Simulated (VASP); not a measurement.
# Br (Fm-3m) in VASP: notebook, part 2 of 2

VASP 6.6.1. Earlier steps stand in the parts before.

### 3 Single point, PBE

This run uses another cell than the first one, of 26.28 Å³/atom, 1.020 times its volume.

INCAR reads:

```
PREC     = Accurate       # precision mode
ENCUT    = 520            # plane-wave cutoff, eV
EDIFF    = 1E-6           # SCF threshold, eV
ISMEAR   = 1              # smearing method
SIGMA    = 0.02           # smearing width, eV
LREAL    = False          # projectors in reciprocal space
LASPH    = True           # aspherical terms in the spheres
NELM     = 80             # most SCF steps
ALGO     = Normal         # electronic algorithm
ISIF     = 2              # what is computed and relaxed
LWAVE    = False          # write WAVECAR
LCHARG   = False          # write CHGCAR
GGA      = PE             # functional
NBANDS   = 10             # bands
```

KPOINTS reads:

```
regular mesh
0
Gamma
  16 16 16
```

POSCAR reads:

```
Br
1.0
    0.0000000000      2.3596480607      2.3596480607
    2.3596480607      0.0000000000      2.3596480607
    2.3596480607      2.3596480607      0.0000000000
Br
1
Direct
    0.0000000000      0.0000000000      0.0000000000
```

Potentials or basis: VASP PAW PBE potentials, release 64 (Br).

Command:

```bash
$ cat potpaw_PBE.64/Br/POTCAR > POTCAR
$ mpirun -np 1 vasp_std > vasp.out
```

OUTCAR:

```text
PREC = Accurate
   ENCUT = 520
   EDIFF = 1E-6
   ISMEAR = 1
   LREAL = False
   LASPH = True
   NELM = 80
   ISIF = 2
   GGA = PE

 ion  position               nearest neighbor table
   1  0.000  0.000  0.000-

  LATTYP: Found a face centered cubic cell.
 ALAT       =     4.7192961214

  Lattice vectors:

 A1 = (   0.0000000000,   2.3596480607,   2.3596480607)
 A2 = (   2.3596480607,   0.0000000000,   2.3596480607)
 A3 = (   2.3596480607,   2.3596480607,   0.0000000000)

Analysis of symmetry for initial positions (statically):
=====================================================================
 Subroutine PRICEL returns:
 Original cell was already a primitive cell.

 Routine SETGRP: Setting up the symmetry group for a
 face centered cubic supercell.

 Subroutine GETGRP returns: Found 48 space group operations
 (whereof 48 operations were pure point group operations)
 out of a pool of 48 trial point group operations.

The static configuration has the point symmetry O_h .

Analysis of symmetry for dynamics (positions and initial velocities):
=====================================================================
 Subroutine PRICEL returns:
 Original cell was already a primitive cell.

 Routine SETGRP: Setting up the symmetry group for a
 face centered cubic supercell.

 Subroutine GETGRP returns: Found 48 space group operations
 (whereof 48 operations were pure point group operations)
 out of a pool of 48 trial point group operations.

The dynamic configuration has the point symmetry O_h .

 Subroutine INISYM returns: Found 48 space group operations
 (whereof 48 operations are pure point group operations),
 and found     1 'primitive' translations

----------------------------------------------------------------------------------------

                                     Primitive cell

  volume of cell :      26.2768

  direct lattice vectors                    reciprocal lattice vectors
     0.000000000  2.359648061  2.359648061    -0.211896006  0.211896006  0.211896006
     2.359648061  0.000000000  2.359648061     0.211896006 -0.211896006  0.211896006
     2.359648061  2.359648061  0.000000000     0.211896006  0.211896006 -0.211896006

  length of vectors
     3.337046290  3.337046290  3.337046290     0.367014649  0.367014649  0.367014649

  position of ions in fractional coordinates (direct lattice)
     0.000000000  0.000000000  0.000000000

  ion indices of the primitive-cell ions
   primitive index   ion index
                 1           1

----------------------------------------------------------------------------------------

 KPOINTS: regular mesh

Automatic generation of k-mesh.
 Grid dimensions read from file:
 generate k-points for:   16   16   16

 Generating k-lattice:

  Cartesian coordinates                     Fractional coordinates (reciprocal lattice)
    -0.013243500  0.013243500  0.013243500     0.062500000  0.000000000  0.000000000
     0.013243500 -0.013243500  0.013243500     0.000000000  0.062500000  0.000000000
     0.013243500  0.013243500 -0.013243500     0.000000000  0.000000000  0.062500000

  Length of vectors
     0.022938416  0.022938416  0.022938416

  Shift w.r.t. Gamma in fractional coordinates (k-lattice)
     0.000000000  0.000000000  0.000000000

 Subroutine IBZKPT returns following result:
 ===========================================

 Found    145 irreducible k-points:

 Following reciprocal coordinates:
            Coordinates               Weight
  0.000000  0.000000  0.000000      1.000000
  0.062500  0.000000  0.000000      8.000000
  0.125000  0.000000  0.000000      8.000000
  0.187500  0.000000  0.000000      8.000000
  0.250000  0.000000  0.000000      8.000000
  0.312500  0.000000  0.000000      8.000000
[... 16 lines left out ...]
 -0.125000  0.062500  0.000000     24.000000
 -0.062500  0.062500  0.000000     12.000000
 [... further k-points ...]
   k-points           NKPTS =    145   k-points in BZ     NKDIM =    145   number of bands    NBANDS=     10
   number of dos      NEDOS =    301   number of ions     NIONS =      1
   total plane-waves  NPLWV =  21952
   dimension x,y,z NGX =    28 NGY =   28 NGZ =   28
   dimension x,y,z NGXF=    56 NGYF=   56 NGZF=   56
   ions per type =               1
   NGX,Y,Z   is equivalent  to a cutoff of  13.95, 13.95, 13.95 a.u.
   NGXF,Y,Z  is equivalent  to a cutoff of  27.90, 27.90, 27.90 a.u.
 SYSTEM =  unknown system
   PREC   = accura    normal or accurate (medium, high low for compatibility)
   ISTART =      0    job   : 0-new  1-cont  2-samecut
   ICHARG =      2    charge: 1-file 2-atom 10-const
   ISPIN  =      1    spin polarized calculation?
   LNONCOLLINEAR =      F non collinear calculations
   LSORBIT =      F    spin-orbit coupling
   LASPH  =      T    aspherical Exc in radial PAW
   ENCUT  =  520.0 eV  38.22 Ry    6.18 a.u.   6.20  6.20  6.20*2*pi/ulx,y,z
   NELM   =     80;   NELMIN=  2; NELMDL= -5     # of ELM steps
   EDIFF  = 0.1E-05   stopping-criterion for ELM
   LREAL  =      F    real-space projection
   EDIFFG = 0.1E-04   stopping-criterion for IOM
   NSW    =      0    number of steps for IOM
   IBRION =     -1    ionic relax: 0-MD 1-quasi-New 2-CG
   NFREE  =      0    steps in history (QN), initial steepest desc. (CG)
   ISIF   =      2    stress and relaxation
   ISYM   =      2    0-nonsym 1-usesym 2-fastsym
   POTIM  = 0.5000    time-step for ionic-motion
   TEBEG  =    0.0;   TEEND  =   0.0 temperature during run
   PSTRESS=    0.0 pullay stress
   NELECT =       7.0000    total number of electrons
   NUPDOWN=      -1.0000    fix difference up-down
   EMIN   =  10.00;   EMAX   =-10.00  energy-range for DOS
   EFERMI =   0.00;   METHOD = LEGACY
   ISMEAR =     1;   SIGMA  =   0.02  broadening in eV -4-tet -1-fermi 0-gaus
   EFERMI_NEDOS =   21; number of points for ismear=-14 and -15
   IALGO  =     38    algorithm
   IMIX   =      4    mixing-type and parameters
     AMIX     =   0.40;   BMIX     =  1.00
     AMIX_MAG =   1.60;   BMIX_MAG =  1.00
  volume/ion in A,a.u.               =      26.28       177.32
  Fermi-wavevector in a.u.,A,eV,Ry     =   1.053376  1.990593 15.097052  1.109602
  Thomas-Fermi vector in A             =   2.188496
   LORBIT       =      0    0 simple, 1 ext, 2 COOP (PROOUT), +10 PAW based schemes
   GGA     = PE    functional components
   LHFCALC =     F    Hartree Fock is set to
   AEXX    =    0.0000 exact exchange contribution
   IVDW    =     0    specifies the selected vdW correction
   LEPSILON=     F    determine dielectric tensor
   LRPA    =     F    only Hartree local field effects (RPA)
 non-spin polarized calculation
 Methfessel and Paxton  Order N= 1 SIGMA  =   0.02
  energy-cutoff  :      520.00
  volume of cell :       26.28
 maximum number of plane-waves:       725
 NGX is ok and might be reduce to    28
   NGX = 13   NGY = 13   NGZ = 13

 number of electron       7.0000000 magnetization

 Free energy of the ion-electron system (eV)
  ---------------------------------------------------
  ext. energy  EPLUGINS =         0.00000000
  ---------------------------------------------------
  free energy    TOTEN  =        -0.97716442 eV

  energy without entropy =       -0.97712338  energy(sigma->0) =       -0.97715074

 E-fermi :   1.5573     XC(G=0):  -9.3281

 val. band max:        1.5522552406   @ k =   0.2500   0.1875   0.0000
 cond. band min:       1.5583004573   @ k =  -0.4375   0.0625   0.0000
 fundamental gap:      0.0060452166
 Fermi energy:         1.5573150006

 k-point     1 :       0.0000    0.0000    0.0000
  band No.  band energies     occupation
      1     -13.7209      2.00000
      2       2.4372      0.00000
      3       2.4372      0.00000
      4       2.4372      0.00000
      5       9.5785      0.00000
      6      14.1147      0.00000
      7      14.1147      0.00000
      8      14.1147      0.00000
      9      18.2445      0.00000
     10      18.3090      0.00000

 k-point     2 :       0.0625    0.0000    0.0000
  band No.  band energies     occupation
      1     -13.6786      2.00000
      2       2.1350      0.00000
      3       2.4091      0.00000
      4       2.4091      0.00000
      5       9.8444      0.00000
      6      13.8633      0.00000
      7      14.2093      0.00000
      8      14.2093      0.00000
      9      18.0177      0.00000
     10      18.0177      0.00000
[... 274 lines left out ...]
 k-point    24 :      -0.0625    0.0625    0.0000
  band No.  band energies     occupation
      1     -13.6091      2.00000
      2       1.7502     -0.00000
      3       2.2413      0.00000
      4       2.4177      0.00000
      5      10.2288      0.00000
      6      13.5005      0.00000
      7      14.3039      0.00000
      8      14.4738      0.00000
      9      17.3019      0.00000
     10      18.0101      0.00000

 [... further k-points ...]
[... 5 lines left out ...]
  --------------------------------------------------------------------------------------
  -------------------------------------------------------------------------------------
  Total        0.0025047      0.0025047      0.0025047     -0.0000000     -0.0000000      0.0000000
  in kB        0.1527224      0.1527224      0.1527224     -0.0000000     -0.0000000      0.0000000
  external PRESSURE =       0.1527224 kB  Pullay stress =       0.0000000 kB

 VOLUME and BASIS-vectors are now :
 -----------------------------------------------------------------------------
  energy-cutoff  :      520.00
  volume of cell :       26.28
      direct lattice vectors                 reciprocal lattice vectors
     0.000000000  2.359648061  2.359648061    -0.211896006  0.211896006  0.211896006
     2.359648061  0.000000000  2.359648061     0.211896006 -0.211896006  0.211896006
     2.359648061  2.359648061  0.000000000     0.211896006  0.211896006 -0.211896006

 POSITION                                       TOTAL-FORCE (eV/Angst)
 -----------------------------------------------------------------------------------
      0.00000      0.00000      0.00000        -0.000000     -0.000000      0.000000
 -----------------------------------------------------------------------------------
    total drift:                                0.000000      0.000000      0.000000

  FREE ENERGIE OF THE ION-ELECTRON SYSTEM (eV)
  ---------------------------------------------------
  free  energy   TOTEN  =        -0.9771644223 eV

  energy  without entropy=       -0.9771233837  energy(sigma->0) =       -0.97715074
```

It took 47 s on 1 thread of Intel Xeon 8259CL, shared host; peak memory 0.18 GiB.

What came out:

```yaml
Free_energy: -0.9772 eV
Pressure: 0.0 GPa
```

Caveat: an odd number of electrons without spin polarisation forces a metal; a magnetic or distorted state may lie lower.

### 4 Single point, PBE

This run uses another cell than the first one, of 26.80 Å³/atom, 1.041 times its volume.

INCAR reads:

```
ALGO = Normal
EDIFF = 1E-6
ENCUT = 520
GGA = PE
ISIF = 2
ISMEAR = 1
LASPH = True
LCHARG = False
LREAL = False
LWAVE = False
NBANDS = 10
NELM = 80
PREC = Accurate
SIGMA = 0.02
```

KPOINTS reads:

```
k-points
0
Gamma
  16 16 16
```

POSCAR reads:

```
Br
1.0
    0.0000000000      2.3752753244      2.3752753244
    2.3752753244      0.0000000000      2.3752753244
    2.3752753244      2.3752753244      0.0000000000
Br
1
Direct
    0.0000000000      0.0000000000      0.0000000000
```

Command:

```bash
$ cat potpaw_PBE.64/Br/POTCAR > POTCAR
$ mpirun -np 1 vasp_std > vasp.out
```

Run time: 46 s. Hardware: 1 thread of Intel Xeon 8259CL, shared host; peak memory 0.18 GiB.

It converged, with:

* Free energy: -0.9763 eV
* Pressure: -0.5 GPa

Levels at points of the mesh, in eV from the Fermi level:
| k point | band 2 | band 3 | band 4 | band 5 | band 6 | band 7 |
| --- | --- | --- | --- | --- | --- | --- |
| (0.00, 0.00, 0.00) | 0.85 | 0.85 | 0.85 | 7.91 | 12.55 | 12.55 |
| (0.50, 0.00, 0.00) | -4.38 | 0.23 | 0.23 | 8.37 | 11.93 | 11.93 |
| (0.50, 0.50, 0.00) | -3.90 | -1.03 | -1.03 | 6.72 | 7.91 | 18.37 |

Caveat: an odd number of electrons without spin polarisation forces a metal; a magnetic or distorted state may lie lower.

### 5 Overview

| cell | gap on the mesh (eV) | pressure (GPa) |
| --- | --- | --- |
| a = 3.315 Å, angles 60.0°, 1 atom | none | 0.6 |
| a = 3.337 Å, angles 60.0°, 1 atom | none | 0.0 |
| a = 3.359 Å, angles 60.0°, 1 atom | none | -0.5 |

Alike in all rows: task single point; level PBE; potentials or basis VASP PAW PBE potentials, release 64 (Br); no spin polarisation; k mesh 16 × 16 × 16; cutoff (eV) 520; smearing methfessel-paxton 0.02 eV.

Caveats: an odd number of electrons without spin polarisation forces a metal; a magnetic or distorted state may lie lower.

Total energies depend on the potentials used, so only differences within one code and one set of settings carry meaning.
